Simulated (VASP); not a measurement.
# MgReP3 (C2/m) in VASP: relaxation of cell and atoms with PBE

Aim: the relaxation of cell and atoms of MgReP3 with PBE.

Everything below comes from runs of VASP 6.6.1. Logs are shortened: lines on timing, memory, paths and dates and some standing lists are left out, and cuts for length are marked.

**1. The cell of the first run**

Symmetry: C2/m, No. 12, monoclinic system. Conventional cell: a = 6.959 Å, b = 7.726 Å, c = 4.559 Å, α = 90.00°, β = 117.85°, γ = 90.00°. Mg (site symmetry 2/m) has 6 P at 2.62 to 3.15 Å and 2 Re at 3.48 Å within 3.5 Å. Re (site symmetry 2/m) has 2 P at 2.28 Å within 3.0 Å. P (site symmetry 2) has 2 P at 2.57 to 2.58 Å and 2 Mg at 2.62 Å and 2 Re at 3.40 Å within 3.4 Å. Within 3.0 Å of P (site symmetry 2/m) lie 2 Re at 2.28 Å and 2 P at 2.57 Å.

**2. Relaxation of cell and atoms, PBE**

Contents of INCAR:

```
SYSTEM = MgReP3
  PREC = Accurate
  ENCUT = 600
  EDIFF = 1E-6
  ISMEAR = 0
  SIGMA = 0.2
  LREAL = .FALSE.
  LASPH = .TRUE.
  NELM = 60
  ALGO = Normal
  ISIF = 3
  LWAVE = .FALSE.
  LCHARG = .FALSE.
  GGA = PE
  IBRION = 2
  NSW = 36
  EDIFFG = -0.08
```

Contents of KPOINTS:

```
Automatic mesh
0
G
  4 4 4
  0 0 0
```

Contents of POSCAR:

```
MgReP3
1.0
    3.4795105600     -3.8631120500      0.0000000000
    3.4795105600      3.8631120500      0.0000000000
   -2.1302309800      0.0000000000      4.0310342900
Mg Re P
1 1 3
Direct
    0.5000000000      0.5000000000      0.0000000000
    0.0000000000      0.0000000000      0.0000000000
    0.6668966300      0.3331033700      0.5000000000
    0.3331033700      0.6668966300      0.5000000000
    0.0000000000      0.0000000000      0.5000000000
```

Potentials or basis: VASP PAW PBE potentials, release 64 (Mg, Re, P).

Run with:

```bash
> cat potpaw_PBE.64/Mg/POTCAR potpaw_PBE.64/Re/POTCAR potpaw_PBE.64/P/POTCAR > POTCAR
> mpirun -np 1 vasp_std > vasp.out
```

OUTCAR:

```text
SYSTEM = MgReP3
   PREC = Accurate
   ENCUT = 600
   EDIFF = 1E-6
   ISMEAR = 0
   LREAL = .FALSE.
   LASPH = .TRUE.
   NELM = 60
   ISIF = 3
   GGA = PE
   IBRION = 2
   NSW = 36
   EDIFFG = -0.08

 ion  position               nearest neighbor table
   1  0.500  0.500  0.000-   3 2.62   4 2.62   3 2.62   4 2.62   5 3.15   5 3.15   2 3.48   2 3.48

   2  0.000  0.000  0.000-   5 2.28   5 2.28   1 3.48   1 3.48
   3  0.667  0.333  0.500-   5 2.57   4 2.58   1 2.62   1 2.62
   4  0.333  0.667  0.500-   5 2.57   3 2.58   1 2.62   1 2.62
   5  0.000  0.000  0.500-   2 2.28   2 2.28   4 2.57   3 2.57   1 3.15   1 3.15

  LATTYP: Found a base centered monoclinic cell.
 ALAT       =     6.9590211200
 B/A-ratio  =     1.1102458186
 C/A-ratio  =     0.6551624864
 COS(beta)  =    -0.4672287080

  Lattice vectors:

 A1 = (   3.4795105600,  -3.8631120500,   0.0000000000)
 A2 = (   3.4795105600,   3.8631120500,   0.0000000000)
 A3 = (  -2.1302309800,   0.0000000000,   4.0310342900)

Analysis of symmetry for initial positions (statically):
=====================================================================
 Subroutine PRICEL returns:
 Original cell was already a primitive cell.

 Routine SETGRP: Setting up the symmetry group for a
 base centered monoclinic supercell.

 Subroutine GETGRP returns: Found  4 space group operations
 (whereof  4 operations were pure point group operations)
 out of a pool of  4 trial point group operations.

The static configuration has the point symmetry C_2h.

Analysis of symmetry for dynamics (positions and initial velocities):
=====================================================================
 Subroutine PRICEL returns:
 Original cell was already a primitive cell.

 Routine SETGRP: Setting up the symmetry group for a
 base centered monoclinic supercell.

 Subroutine GETGRP returns: Found  4 space group operations
 (whereof  4 operations were pure point group operations)
 out of a pool of  4 trial point group operations.

The dynamic configuration has the point symmetry C_2h.

 Subroutine INISYM returns: Found  4 space group operations
 (whereof  4 operations are pure point group operations),
 and found     1 'primitive' translations

----------------------------------------------------------------------------------------

                                     Primitive cell

  volume of cell :     108.3682

  direct lattice vectors                    reciprocal lattice vectors
     3.479510560 -3.863112050  0.000000000     0.143698371 -0.129429329  0.075938506
     3.479510560  3.863112050  0.000000000     0.143698371  0.129429329  0.075938506
    -2.130230980  0.000000000  4.031034290     0.000000000  0.000000000  0.248075290

  length of vectors
     5.199098811  5.199098811  4.559289580     0.207768693  0.207768693  0.248075290

  position of ions in fractional coordinates (direct lattice)
     0.500000000  0.500000000  0.000000000
     0.000000000  0.000000000  0.000000000
     0.666896630  0.333103370  0.500000000
     0.333103370  0.666896630  0.500000000
     0.000000000  0.000000000  0.500000000

  ion indices of the primitive-cell ions
   primitive index   ion index
                 1           1
                 2           2
                 3           3
                 4           4
                 5           5

----------------------------------------------------------------------------------------

 KPOINTS: Automatic mesh

Automatic generation of k-mesh.
 Grid dimensions read from file:
 generate k-points for:    4    4    4

 Generating k-lattice:

  Cartesian coordinates                     Fractional coordinates (reciprocal lattice)
     0.035924593 -0.032357332  0.018984627     0.250000000  0.000000000  0.000000000
     0.035924593  0.032357332  0.018984627     0.000000000  0.250000000  0.000000000
     0.000000000  0.000000000  0.062018822     0.000000000  0.000000000  0.250000000

  Length of vectors
     0.051942173  0.051942173  0.062018822

  Shift w.r.t. Gamma in fractional coordinates (k-lattice)
     0.000000000  0.000000000  0.000000000

 Subroutine IBZKPT returns following result:
 ===========================================

 Found     24 irreducible k-points:

 Following reciprocal coordinates:
            Coordinates               Weight
  0.000000  0.000000  0.000000      1.000000
  0.250000 -0.000000  0.000000      4.000000
  0.500000 -0.000000  0.000000      2.000000
  0.250000  0.250000  0.000000      2.000000
  0.500000  0.250000  0.000000      4.000000
 -0.250000  0.250000  0.000000      2.000000
[... 16 lines left out ...]
 -0.250000  0.250000  0.500000      2.000000
  0.500000  0.500000  0.500000      1.000000
   k-points           NKPTS =     24   k-points in BZ     NKDIM =     24   number of bands    NBANDS=     16
   number of dos      NEDOS =    301   number of ions     NIONS =      5
   total plane-waves  NPLWV =  63504
   dimension x,y,z NGX =    42 NGY =   42 NGZ =   36
   dimension x,y,z NGXF=    84 NGYF=   84 NGZF=   72
   ions per type =               1   1   3
   NGX,Y,Z   is equivalent  to a cutoff of  13.43, 13.43, 13.13 a.u.
   NGXF,Y,Z  is equivalent  to a cutoff of  26.86, 26.86, 26.25 a.u.
 SYSTEM =  MgReP3
   PREC   = accura    normal or accurate (medium, high low for compatibility)
   ISTART =      0    job   : 0-new  1-cont  2-samecut
   ICHARG =      2    charge: 1-file 2-atom 10-const
   ISPIN  =      1    spin polarized calculation?
   LNONCOLLINEAR =      F non collinear calculations
   LSORBIT =      F    spin-orbit coupling
   LASPH  =      T    aspherical Exc in radial PAW
   ENCUT  =  600.0 eV  44.10 Ry    6.64 a.u.  10.38 10.38  9.11*2*pi/ulx,y,z
   NELM   =     60;   NELMIN=  2; NELMDL= -5     # of ELM steps
   EDIFF  = 0.1E-05   stopping-criterion for ELM
   LREAL  =      F    real-space projection
   EDIFFG = -.8E-01   stopping-criterion for IOM
   NSW    =     36    number of steps for IOM
   IBRION =      2    ionic relax: 0-MD 1-quasi-New 2-CG
   NFREE  =      1    steps in history (QN), initial steepest desc. (CG)
   ISIF   =      3    stress and relaxation
   ISYM   =      2    0-nonsym 1-usesym 2-fastsym
   POTIM  = 0.5000    time-step for ionic-motion
   TEBEG  =    0.0;   TEEND  =   0.0 temperature during run
   PSTRESS=    0.0 pullay stress
   NELECT =      24.0000    total number of electrons
   NUPDOWN=      -1.0000    fix difference up-down
   EMIN   =  10.00;   EMAX   =-10.00  energy-range for DOS
   EFERMI =   0.00;   METHOD = LEGACY
   ISMEAR =     0;   SIGMA  =   0.20  broadening in eV -4-tet -1-fermi 0-gaus
   EFERMI_NEDOS =   21; number of points for ismear=-14 and -15
   IALGO  =     38    algorithm
   IMIX   =      4    mixing-type and parameters
     AMIX     =   0.40;   BMIX     =  1.00
     AMIX_MAG =   1.60;   BMIX_MAG =  1.00
  volume/ion in A,a.u.               =      21.67       146.26
  Fermi-wavevector in a.u.,A,eV,Ry     =   0.990477  1.871731 13.347936  0.981046
  Thomas-Fermi vector in A             =   2.122151
   LORBIT       =      0    0 simple, 1 ext, 2 COOP (PROOUT), +10 PAW based schemes
   GGA     = PE    functional components
   LHFCALC =     F    Hartree Fock is set to
   AEXX    =    0.0000 exact exchange contribution
   IVDW    =     0    specifies the selected vdW correction
   LEPSILON=     F    determine dielectric tensor
   LRPA    =     F    only Hartree local field effects (RPA)
 conjugate gradient relaxation of ions
 non-spin polarized calculation
 Gauss-broadening in eV      SIGMA  =   0.20
  energy-cutoff  :      600.00
  volume of cell :      108.37
 maximum number of plane-waves:      3636
 NGX is ok and might be reduce to    42
   NGX = 21   NGY = 21   NGZ = 19

--------------------------------------- Ionic step        1  -------------------------------------------

 number of electron      24.0000000 magnetization

 Free energy of the ion-electron system (eV)
  ---------------------------------------------------
  ext. energy  EPLUGINS =         0.00000000
  ---------------------------------------------------
  free energy    TOTEN  =      -324.50822197 eV

  energy without entropy =     -324.42650546  energy(sigma->0) =     -324.46736371

 E-fermi :   4.1623     XC(G=0):  -9.6613

 val. band max:        4.1507116583   @ k =   0.2500   0.2500   0.5000
 cond. band min:       4.1807405456   @ k =   0.5000   0.5000   0.2500
 fundamental gap:      0.0300288873
 Fermi energy:         4.1623035109

 k-point     1 :       0.0000    0.0000    0.0000
  band No.  band energies     occupation
      1      -8.4115      2.00000
      2      -5.7475      2.00000
      3      -4.6150      2.00000
      4       0.9375      2.00000
      5       1.2283      2.00000
      6       1.4305      2.00000
[... 8 lines left out ...]
     15       4.5726      0.00372
     16       5.5362      0.00000
[... 420 lines left out ...]
  band No.  band energies     occupation
      1      -7.0669      2.00000
      2      -5.6286      2.00000
      3      -5.2995      2.00000
      4      -1.9906      2.00000
      5      -1.0003      2.00000
      6       0.7300      2.00000
[... 8 lines left out ...]
     15       5.6350      0.00000
     16       5.7625      0.00000

------------------------ aborting loop EDIFF was not reached (unconverged)  ----------------------------

  FORCE on cell =-STRESS in cart. coord.  units (eV):
  Direction    XX          YY          ZZ          XY          YZ          ZX
  --------------------------------------------------------------------------------------
  -------------------------------------------------------------------------------------
  Total       -7.8487437     -6.0562995     -2.6720188      0.0000000      0.0000000     -4.3001367
  in kB     -116.0402824    -89.5397696    -39.5046434      0.0000000      0.0000000    -63.5756624
  external PRESSURE =     -81.6948985 kB  Pullay stress =       0.0000000 kB

 VOLUME and BASIS-vectors are now :
 -----------------------------------------------------------------------------
  energy-cutoff  :      600.00
  volume of cell :      108.37
      direct lattice vectors                 reciprocal lattice vectors
     3.479510560 -3.863112050  0.000000000     0.143698371 -0.129429329  0.075938506
     3.479510560  3.863112050  0.000000000     0.143698371  0.129429329  0.075938506
    -2.130230980  0.000000000  4.031034290     0.000000000  0.000000000  0.248075290
[... 89 lines left out ...]
  FREE ENERGIE OF THE ION-ELECTRON SYSTEM (eV)
  ---------------------------------------------------
  free  energy   TOTEN  =       -27.1143742951 eV

  energy  without entropy=      -27.0273215038  energy(sigma->0) =      -27.07084790

[... ionic steps 4 to 12 ...]

--------------------------------------- Ionic step       13  -------------------------------------------

 number of electron      24.0000000 magnetization

------------------------ aborting loop because EDIFF is reached ----------------------------------------

  FORCE on cell =-STRESS in cart. coord.  units (eV):
  Direction    XX          YY          ZZ          XY          YZ          ZX
  --------------------------------------------------------------------------------------
  -------------------------------------------------------------------------------------
  Total       -0.1943864      0.3178469     -0.1699405      0.0000000      0.0000000     -0.2471629
  in kB       -3.8614945      6.3140428     -3.3758762      0.0000000      0.0000000     -4.9099013
  external PRESSURE =      -0.3077760 kB  Pullay stress =       0.0000000 kB
[... 63 lines left out ...]
  energy  without entropy=      -28.7222551913  energy(sigma->0) =      -28.74872384

--------------------------------------- Ionic step       15  -------------------------------------------

 number of electron      24.0000000 magnetization

 Free energy of the ion-electron system (eV)
  ---------------------------------------------------
  ext. energy  EPLUGINS =         0.00000000
  ---------------------------------------------------
  free energy    TOTEN  =       -28.77548823 eV

  energy without entropy =      -28.72287937  energy(sigma->0) =      -28.74918380

 E-fermi :   7.1325     XC(G=0): -11.0022

 val. band max:        7.1173290105   @ k =  -0.2500   0.2500   0.0000
 cond. band min:       7.2683459992   @ k =   0.5000   0.5000   0.0000
 fundamental gap:      0.1510169887
 Fermi energy:         7.1324733702

 k-point     1 :       0.0000    0.0000    0.0000
  band No.  band energies     occupation
      1      -7.1772      2.00000
      2      -3.1467      2.00000
      3      -1.9177      2.00000
      4       2.5602      2.00000
      5       3.0820      2.00000
      6       3.1549      2.00000
[... 8 lines left out ...]
     15       8.6937      0.00000
     16       9.3941      0.00000
[... 467 lines left out ...]
  FREE ENERGIE OF THE ION-ELECTRON SYSTEM (eV)
  ---------------------------------------------------
  free  energy   TOTEN  =       -28.7754882316 eV

  energy  without entropy=      -28.7228793714  energy(sigma->0) =      -28.74918380

 reached required accuracy - stopping structural energy minimisation
```

It took 15 min on 1 thread of AMD EPYC 7R13 (Zen 3), shared host; peak memory 0.27 GiB.

Results:

```
Free energy                            : -28.7755 eV
Relaxed volume                         : 16.12 Å³/atom
Relaxed cell                           : a = 4.881 Å, b = 4.881 Å, c = 5.025 Å, α = 120.87°, β = 120.87°, γ = 92.03°
Space group after relaxing (to 0.05 Å) : Immm (No. 71)
Energy gained by relaxing              : -59146.5 meV/atom
Ionic steps                            : 15
Pressure after relaxing                : 0.3 GPa
Largest force after relaxing           : 0.036 eV/Å
Band gap on the k mesh                 : zero (band 12 reaches 7.54 eV, above the bottom of band 13 at 6.87 eV)
```

Forces in eV/Å, atoms in the order of the input:
```
Mg   0.000  0.000  0.000
Re   0.000  0.000  0.000
P    0.000  0.036  0.000
P    0.000 -0.036  0.000
P    0.000  0.000  0.000
```

The path:
| step | energy change (eV) | largest force (eV/Å) | pressure (GPa) | volume (Å³) |
| --- | --- | --- | --- | --- |
| 1 | 0.0000 | 1.6835 | -8.17 | 108.37 |
| 2 | 297.5221 | 0.0355 | -2.53 | 91.70 |
| 3 | 297.3938 | 2.6005 | 11.13 | 79.05 |
| 4 | 297.2974 | 0.8218 | 2.71 | 85.35 |
| 5 | 296.4563 | 1.3862 | 0.16 | 81.95 |
| 6 | 296.2552 | 1.8381 | 4.78 | 79.47 |
| 7 | 295.9943 | 0.1995 | -3.17 | 85.00 |
| 8 | 295.9784 | 0.1316 | -1.88 | 83.75 |
| 9 | 295.8197 | 0.0072 | -0.71 | 81.93 |
| 10 | 295.7897 | 0.1406 | 0.24 | 80.90 |
| 11 | 295.7892 | 0.1728 | 0.44 | 80.71 |
| 12 | 295.7382 | 0.1559 | 0.00 | 80.68 |
| 13 | 295.7354 | 0.1563 | -0.03 | 80.65 |
| 14 | 295.7330 | 0.0054 | 0.48 | 80.60 |
| 15 | 295.7327 | 0.0362 | 0.34 | 80.61 |

Final structure:
```
CELL_PARAMETERS angstrom
3.32644 -3.51160 -0.65118
3.32644 3.51160 -0.65118
-2.99236 0.00000 4.03642
ATOMIC_POSITIONS crystal
Mg 0.50000 0.50000 0.00000
Re 0.00000 0.00000 0.00000
P 0.66927 0.33073 0.50000
P 0.33073 0.66927 0.50000
P 0.00000 0.00000 0.50000
```

Caveat: the k points lie up to 0.46 Å⁻¹ apart in the final cell; the volume moved by over 15 % at a fixed basis, so the end points are rough; spin-orbit coupling is left out, which moves the levels of the heavy elements; the relaxation stopped at a loose force limit of 0.08 eV/Å, so its end isn't a converged minimum.
